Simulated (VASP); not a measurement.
Input of a VASP 6.6.1 run:

Contents of INCAR:

```
PREC = Accurate
ENCUT = 520
EDIFF = 1E-6
ISMEAR = 0
SIGMA = 0.01
LREAL = False
LASPH = True
NELM = 80
ALGO = Normal
ISIF = 2
LWAVE = False
LCHARG = False
GGA = PE
NBANDS = 56
```

The input KPOINTS:

```
regular mesh
0
Gamma
  3 3 3
```

POSCAR

```
W3S8
1.0
    3.1877473365     -5.5213403485      0.0000000000
    6.3754946730      0.0000000000      0.0000000000
    3.1877473365     -1.8404467828      7.4744489262
W S
3 8
Direct
    0.9917177981      1.0145185045      0.0020458992
    0.5145185045      0.4917177981      0.0020458992
    0.9917177981      0.4917177981      0.0020458992
    0.0983358969      0.5983358969      0.2049923093
    0.5982534248      0.5912664427      0.2122267077
    0.0912664427      0.0982534248      0.2122267077
    0.5982534248      0.0982534248      0.2122267077
    0.2336238222      0.7336238222      0.7991285333
    0.7382699922      0.7316503526      0.7918096630
    0.2316503526      0.2382699922      0.7918096630
    0.7382699922      0.2382699922      0.7918096630
```

Potentials or basis: VASP PAW PBE potentials, release 64 (W_sv, S).

Launch:

```bash
$ cat potpaw_PBE.64/W_sv/POTCAR potpaw_PBE.64/S/POTCAR > POTCAR
$ mpirun -np 1 vasp_std > vasp.out
```

(1) What does it give for the largest force?

(2) Predict the pressure.

(3) Estimate the band gap on the k mesh.

Answers

(1) 0.009 eV/Å.

(2) 0.4 GPa.

(3) zero (bands 45 and 46 overlap by 0.01 eV).

Caveat: the k points lie up to 0.39 Å⁻¹ apart; the cell differs from its parent crystal (atoms taken out, then relaxed in part); spin-orbit coupling is left out, which moves the levels of the heavy elements.
